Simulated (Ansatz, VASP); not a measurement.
Nb in VASP and in Ansatz

```
Nb
1.0
    -1.65228    1.65228    1.65228
     1.65228   -1.65228    1.65228
     1.65228    1.65228   -1.65228
Nb
1
Direct
  0.00000 0.00000 0.00000
```

Alike in both runs: functional r2SCAN; k mesh 18 × 18 × 18; occupations gaussian, width 0.1 eV; no spin polarisation.

Ansatz relaxed the structure, and its values are those at the end. VASP's run is a single point on that final structure, the one shown.

|  | VASP | Ansatz |
| --- | --- | --- |
| version | VASP 6.6.1 | Ansatz 0.2.0 |
| potentials or method | VASP PAW PBE potentials, release 64 (Nb_sv), cutoff 520 eV | scalar-relativistic, plane waves, PAW |
| valence electrons in the cell | 13 | 13 |

Ansatz gave:

```
gap on the k mesh at the Fermi level (eV) : none
pressure (GPa)                            : 0.0
```

Problem. Which values does VASP return?

Solution. gap on the k mesh at the Fermi level (eV): none; pressure (GPa): -0.2.

VASP's potentials were made for PBE, not for r2SCAN. A gap of «none» marks a metal or a gap that the smearing closes. With one functional, cell and mesh, what is left measures potentials, basis and numerics.
